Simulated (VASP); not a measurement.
Set up this calculation in VASP 6.6.1, as the native input.

```
Task                   : single point
Functional             : PBEsol
Potentials or basis    : VASP PAW PBE potentials, release 64 (B, N)
Cutoff                 : 520 eV
k mesh                 : 12 × 12 × 12
Occupations            : gaussian, width 0.02 eV
Spin                   : no spin polarisation
Dipole correction      : no
Further INCAR settings : ALGO = Normal; EDIFF = 1e-07; NBANDS = 11
```

The structure of BN lies in POSCAR:

```
BN
1.0
    0.0000000000      3.5543761743      2.1677813354
    1.2524717574      0.0000000000      2.1677813354
    1.2524717574      3.5543761743      0.0000000000
B N
1 1
Direct
    0.0000679510      0.0000679510      0.9999320490
    0.6666320390      0.6666320390      0.3333679610
```

The input as run:

INCAR

```
ALGO = Normal
EDIFF = 1E-7
ENCUT = 520
GGA = PS
ISIF = 2
ISMEAR = 0
LASPH = T
LCHARG = T
LELF = T
LREAL = F
LVHAR = T
LWAVE = F
NBANDS = 11
NELM = 100
PREC = Accurate
SIGMA = 0.02
```

KPOINTS

```
k-points
0
Gamma
  12 12 12
```

Potentials or basis: VASP PAW PBE potentials, release 64 (B, N).

Launch:

```bash
$ cat potpaw_PBE.64/B/POTCAR potpaw_PBE.64/N/POTCAR > POTCAR
$ mpirun -np 1 vasp_std > vasp.out
```

Results of the run:

| Quantity | Value |
| --- | --- |
| Pressure | 0.3 GPa |
| Band gap on the k mesh | 3.80 eV, indirect (least direct gap 4.49 eV) |

Caveat: the PAW data sets were made with another functional, which shifts forces and pressure a little.

It took 40 s on 1 thread of Intel(R) Xeon(R) Platinum 8375C CPU @ 2.90GHz (Ice Lake), on a shared host, peak memory 0.18 GiB.
